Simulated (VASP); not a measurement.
# SiC (P6_3mc) in VASP: further runs, part 2 of 2

VASP 6.6.1. Earlier steps stand in the parts before.

**3. Vibrations by perturbation theory, PBE**

INCAR

```
PREC = Accurate
ENCUT = 520
EDIFF = 1E-8
ISMEAR = 0
SIGMA = 0.01
LREAL = False
LASPH = True
NELM = 60
ALGO = Normal
ISIF = 2
LWAVE = False
LCHARG = False
GGA = PE
NBANDS = 16
IBRION = 8
NSW = 1
LEPSILON = True
```

KPOINTS

```
Automatic mesh
0
Gamma
  12 12 6
```

POSCAR

```
SiC
1.0
    3.0919365181      0.0000000000      0.0000000000
   -1.5459682590      2.6776955715      0.0000000000
    0.0000000000      0.0000000000      5.0742922873
Si C
2 2
Direct
    0.3333333333      0.6666666667      0.4995817071
    0.6666666667      0.3333333333      0.9995817071
    0.3333333333      0.6666666667      0.8754182929
    0.6666666667      0.3333333333      0.3754182929
```

Potentials or basis: VASP PAW PBE potentials, release 64 (Si, C).

Launch:

```console
$ cat potpaw_PBE.64/Si/POTCAR potpaw_PBE.64/C/POTCAR > POTCAR
$ mpirun -np 1 vasp_std > vasp.out
```

OUTCAR:

```text
PREC = Accurate
   ENCUT = 520
   EDIFF = 1E-8
   ISMEAR = 0
   LREAL = False
   LASPH = True
   NELM = 60
   ISIF = 2
   GGA = PE
   IBRION = 8
   NSW = 1
   LEPSILON = True

 ion  position               nearest neighbor table
   1  0.333  0.667  0.500-   4 1.89   4 1.89   4 1.89   3 1.91   2 3.10   2 3.10   2 3.10   2 3.10
                             2 3.10   2 3.10
   2  0.667  0.333  1.000-   3 1.89   3 1.89   3 1.89   4 1.91   1 3.10   1 3.10   1 3.10   1 3.10
                             1 3.10   1 3.10
   3  0.333  0.667  0.875-   2 1.89   2 1.89   2 1.89   1 1.91
   4  0.667  0.333  0.375-   1 1.89   1 1.89   1 1.89   2 1.91

  LATTYP: Found a hexagonal cell.
 ALAT       =     3.0919365181
 C/A-ratio  =     1.6411372800

  Lattice vectors:

 A1 = (   3.0919365181,   0.0000000000,   0.0000000000)
 A2 = (  -1.5459682590,   2.6776955715,   0.0000000000)
 A3 = (   0.0000000000,   0.0000000000,   5.0742922873)

Analysis of symmetry for initial positions (statically):
=====================================================================
 Subroutine PRICEL returns:
 Original cell was already a primitive cell.

 Routine SETGRP: Setting up the symmetry group for a
 hexagonal supercell.

 Subroutine GETGRP returns: Found 12 space group operations
 (whereof  6 operations were pure point group operations)
 out of a pool of 24 trial point group operations.

The static configuration has the point symmetry C_3v.
 The point group associated with its full space group is C_6v.

Analysis of symmetry for dynamics (positions and initial velocities):
=====================================================================
 Subroutine PRICEL returns:
 Original cell was already a primitive cell.

 Routine SETGRP: Setting up the symmetry group for a
 hexagonal supercell.

 Subroutine GETGRP returns: Found 12 space group operations
 (whereof  6 operations were pure point group operations)
 out of a pool of 24 trial point group operations.

The dynamic configuration has the point symmetry C_3v.
 The point group associated with its full space group is C_6v.

 Subroutine INISYM returns: Found 12 space group operations
 (whereof  6 operations are pure point group operations),
 and found     1 'primitive' translations

----------------------------------------------------------------------------------------

                                     Primitive cell
[... 697 lines left out ...]
 ------------------------------------------------------
           6.960701     0.000000     0.000000
           0.000000     6.960701     0.000000
           0.000000     0.000000     7.325620
 ------------------------------------------------------

 PIEZOELECTRIC TENSOR (including local field effects)  for field in x, y, z        (e  Angst)
          XX          YY          ZZ          XY          YZ          ZX
  --------------------------------------------------------------------------------
  x     0.00000     0.00000     0.00000    -0.00000     0.00000     1.53581
  y    -0.00000     0.00000     0.00000    -0.00000     1.53581     0.00000
  z     1.23680     1.23680    -2.14473     0.00000    -0.00000     0.00000

 PIEZOELECTRIC TENSOR (including local field effects)  for field in x, y, z        (C/m^2)
          XX          YY          ZZ          XY          YZ          ZX
  --------------------------------------------------------------------------------
  x     0.00000     0.00000     0.00000    -0.00000     0.00000     0.58571
  y    -0.00000     0.00000     0.00000    -0.00000     0.58571     0.00000
  z     0.47168     0.47168    -0.81793     0.00000    -0.00000     0.00000

 BORN EFFECTIVE CHARGES (including local field effects) (in |e|, cummulative output)
 ---------------------------------------------------------------------------------
 ion    1
    1     2.64541     0.00000     0.00000
    2     0.00000     2.64541     0.00000
    3     0.00000    -0.00000     2.84425
 ion    2
    1     2.64541     0.00000    -0.00000
    2     0.00000     2.64541    -0.00000
    3    -0.00000     0.00000     2.84425
 ion    3
    1    -2.64541    -0.00000     0.00000
    2    -0.00000    -2.64541    -0.00000
    3     0.00000     0.00000    -2.84425
 ion    4
    1    -2.64541    -0.00000     0.00000
    2    -0.00000    -2.64541     0.00000
    3     0.00000     0.00000    -2.84425

 INTERNAL STRAIN TENSOR FOR ION    4 for displacements in x,y,z  (eV/Angst):
          X           Y           Z          XY          YZ          ZX
  --------------------------------------------------------------------------------
  x     0.00000    -0.00000     0.00000     8.84964     0.00000     5.28009
  y     8.84964    -8.84964    -0.00000    -0.00000     5.47160     0.00000
  z     4.64175     4.64175    -8.74808     0.00000     0.00000    -0.00000

 SECOND DERIVATIVES (NOT SYMMETRIZED)
 ------------------------------------
               1X          1Y          1Z          2X          2Y          2Z          3X          3Y          3Z          4X          4Y          4Z
  1X   -19.372954   -0.000000    0.000000    0.613659    0.000000    0.000000    2.165936    0.000000    0.000000   16.593360    0.000000    0.000000
  1Y    -0.000000  -19.372954    0.000000    0.000000    0.613659    0.000000    0.000000    2.165936    0.000000    0.000000   16.593360    0.000000
  1Z     0.000000    0.000000  -26.350096    0.000000   -0.000000    8.967480    0.000000   -0.000000    8.379039    0.000000    0.000000    9.003576
  2X     0.613659    0.000000    0.000000  -19.372954   -0.000000   -0.000000   16.593360    0.000000    0.000000    2.165936    0.000000    0.000000
  2Y     0.000000    0.613659   -0.000000   -0.000000  -19.372954    0.000000    0.000000   16.593360   -0.000000    0.000000    2.165936    0.000000
  2Z     0.000000    0.000000    8.967480    0.000000   -0.000000  -26.350096   -0.000000    0.000000    9.003576   -0.000000    0.000000    8.379039
  3X     2.166312    0.000000    0.000000   16.594542    0.000000   -0.000000  -18.748507   -0.000000   -0.000000   -0.012347   -0.000000    0.000000
  3Y     0.000000    2.166312   -0.000000    0.000000   16.594542    0.000000   -0.000000  -18.748507   -0.000000   -0.000000   -0.012347   -0.000000
  3Z    -0.000000   -0.000000    8.334164    0.000000   -0.000000    9.043576   -0.000000   -0.000000  -23.361072    0.000000    0.000000    5.983332
  4X    16.594542    0.000000    0.000000    2.166312    0.000000   -0.000000   -0.012347   -0.000000   -0.000000  -18.748507   -0.000000    0.000000
  4Y     0.000000   16.594542   -0.000000    0.000000    2.166312    0.000000   -0.000000   -0.012347    0.000000   -0.000000  -18.748507    0.000000
  4Z    -0.000000    0.000000    9.043576    0.000000    0.000000    8.334164   -0.000000    0.000000    5.983332    0.000000    0.000000  -23.361072

 Eigenvectors and eigenvalues of the dynamical matrix
 ----------------------------------------------------

   1 f  =   24.441201 THz   153.568593 2PiTHz  815.270701 cm-1   101.080639 meV
             X         Y         Z           dx          dy          dz
     -0.000000  1.785130  2.535024     0.000000    0.000000    0.021628
      1.545968  0.892565  5.072170     0.000000    0.000000   -0.021628
     -0.000000  1.785130  4.442128    -0.000000   -0.000000    0.706776
      1.545968  0.892565  1.904982    -0.000000   -0.000000   -0.706776
[... 71 lines left out ...]
  12 f/i=    0.001444 THz     0.009070 2PiTHz    0.048153 cm-1     0.005970 meV
             X         Y         Z           dx          dy          dz
     -0.000000  1.785130  2.535024    -0.000000   -0.000000    0.591771
      1.545968  0.892565  5.072170    -0.000000   -0.000000    0.591771
     -0.000000  1.785130  4.442128    -0.000000   -0.000000    0.387050
      1.545968  0.892565  1.904982    -0.000000   -0.000000    0.387050

--------------------------------------------------------------------------------------------------------

 MACROSCOPIC STATIC DIELECTRIC TENSOR IONIC CONTRIBUTION
 ------------------------------------------------------
           3.213512     0.000000    -0.000000
           0.000000     3.213512    -0.000000
          -0.000000    -0.000000     4.009686
 ------------------------------------------------------

 ELASTIC MODULI CONTR FROM IONIC RELAXATION (kBar)
 Direction    XX          YY          ZZ          XY          YZ          ZX
 --------------------------------------------------------------------------------
 XX        -413.8791    224.5512    178.4288     -0.0000     -0.0000      0.0000
 YY         224.5512   -413.8791    178.4288     -0.0000      0.0000     -0.0000
 ZZ         178.4288    178.4288   -336.3141      0.0000     -0.0000     -0.0000
 XY          -0.0000     -0.0000      0.0000   -319.2152      0.0000      0.0000
 YZ          -0.0000     -0.0000     -0.0000      0.0000   -105.1257     -0.0000
 ZX           0.0000     -0.0000     -0.0000     -0.0000     -0.0000   -112.8499
 --------------------------------------------------------------------------------

 PIEZOELECTRIC TENSOR IONIC CONTR  for field in x, y, z        (C/m^2)
          XX          YY          ZZ          XY          YZ          ZX
  --------------------------------------------------------------------------------
  x     0.00000    -0.00000    -0.00000    -0.00000    -0.00000    -0.56665
  y    -0.00000    -0.00000    -0.00000     0.00000    -0.54691    -0.00000
  z    -0.57972    -0.57972     1.09270    -0.00000     0.00000     0.00000
```

OSZICAR:

```text
N       E                     dE             d eps       ncg     rms          rms(c)
DAV:   1     0.244783351594E+02    0.24478E+02   -0.71791E+03  2432   0.897E+02
DAV:   2    -0.311861064351E+02   -0.55664E+02   -0.51156E+02  3448   0.156E+02
DAV:   3    -0.337305712550E+02   -0.25445E+01   -0.25350E+01  3216   0.309E+01
DAV:   4    -0.337497451666E+02   -0.19174E-01   -0.19171E-01  2992   0.326E+00
[... 184 lines left out ...]
RMM:   8    -0.135016895127E+00   -0.13983E-05    0.21753E-08  5885   0.436E-04    0.173E-04
RMM:   9    -0.135016576851E+00    0.31828E-06    0.59369E-08  5675   0.213E-04    0.234E-05
RMM:  10    -0.135016684377E+00   -0.10753E-06    0.21835E-08  5994   0.559E-05    0.902E-06
RMM:  11    -0.135016712117E+00   -0.27740E-07    0.86030E-09  5836   0.377E-05    0.232E-06
RMM:  12    -0.135016709479E+00    0.26384E-08   -0.35826E-08  5877   0.255E-05    0.815E-07
 Linear response finished
```

stdout:

```text
POSCAR found type information on POSCAR SiC
 POSCAR found :  2 types and       4 ions
 scaLAPACK will be used
 LDA part: xc-table for (Slater+PW92), standard interpolation
 POSCAR, INCAR and KPOINTS ok, starting setup
 FFT: planning ... GRIDC
 FFT: planning ... GRID_SOFT
 FFT: planning ... GRID
 WAVECAR not read
[... 32 lines left out ...]
 first order change of Fermi-energy  -0.24522E+00
 force on displaced ion       1 direction 3 :   0.000   0.000 -26.350
 Born effective charge ion    1 direction 3 :   0.000  -0.000   2.843
 Linear response progress:
 first order change of Fermi-energy   0.82508E-02
 force on displaced ion       3 direction 1 : -18.749   0.000  -0.000
 Born effective charge ion    3 direction 1 :  -2.646  -0.000  -0.000
 Linear response progress:
 first order change of Fermi-energy   0.24590E+00
 force on displaced ion       3 direction 3 :   0.000   0.000 -23.361
 Born effective charge ion    3 direction 3 :   0.000   0.000  -2.843
 Born effective charges drift removed
 Linear response finished
```

Run time: 7.3 min. Hardware: 1 thread of Intel Xeon 6975P-C (Granite Rapids), shared host; peak memory 0.68 GiB.

What came out:

| Property | Result |
| --- | --- |
| Electronic dielectric tensor (diagonal) | 6.96, 6.96, 7.33 |
| Born charges (mean of the diagonal) | Si +2.71; C -2.71 e |
| Highest phonon frequency at Γ, LO-TO splitting left out | 815 cm⁻¹ |

Phonon frequencies in cm⁻¹ (negative: imaginary):
| q point | frequencies |
| --- | --- |
| (0.000, 0.000, 0.000) | 0 0 0 257 257 585 743 743 749 779 779 815 |

Electronic dielectric tensor:
```
6.96 0.00 0.00
0.00 6.96 0.00
0.00 0.00 7.33
```

Born effective charge tensors (e):
atom 1, Si
```
2.65 0.00 0.00
0.00 2.65 0.00
0.00 0.00 2.84
```
atom 2, Si
```
2.65 0.00 0.00
0.00 2.65 0.00
0.00 0.00 2.84
```
atom 3, C
```
-2.65  0.00  0.00
 0.00 -2.65  0.00
 0.00  0.00 -2.84
```
atom 4, C
```
-2.65  0.00  0.00
 0.00 -2.65  0.00
 0.00  0.00 -2.84
```
